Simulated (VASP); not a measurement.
Crystal: Au.

```xyz
1
Lattice="2.6500 0.0000 0.0000 0.0000 2.6500 0.0000 0.0000 0.0000 2.6500" Properties=species:S:1:pos:R:3 pbc="T T T"
Au    0.0000    0.0000    0.0000
```

| Quantity | Value |
| --- | --- |
| Program | VASP 6.6.1 |
| Task | relaxation of cell and atoms |
| Functional | PBEsol |
| Potentials or basis | VASP PAW PBE potentials, release 64 (Au) |
| Cutoff | 500 eV |
| k mesh | 8 × 8 × 8 |
| Occupations | gaussian, width 0.1 eV |
| Spin | no spin polarisation |

At the start: pressure 7.3 GPa; volume 18.61 Å³/atom.

Question: Where does the relaxation end?

Answer: Over 3 steps the energy falls by 23.2 meV/atom and the volume is 19.66 Å³/atom (+5.7 %); space group Pm-3m (No. 221, to 0.05 Å).

Step by step:
```tsv
step	energy change (eV)	largest force (eV/Å)	pressure (GPa)	volume (Å³)
1	0.0000	0.0000	7.30	18.61
2	0.0089	0.0000	-7.20	20.99
3	-0.0232	0.0000	-0.06	19.66
```

Final structure:
```cif
data_structure
_symmetry_space_group_name_H-M 'P 1'
_symmetry_Int_Tables_number 1
_cell_length_a 2.6991
_cell_length_b 2.6991
_cell_length_c 2.6991
_cell_angle_alpha 90.000
_cell_angle_beta 90.000
_cell_angle_gamma 90.000
_cell_volume 19.66
loop_
_atom_site_label
_atom_site_type_symbol
_atom_site_fract_x
_atom_site_fract_y
_atom_site_fract_z
_atom_site_occupancy
Au1 Au 0.00000 0.00000 0.00000 1
```

Caveat: the PAW data sets were made with another functional, which shifts forces and pressure a little.
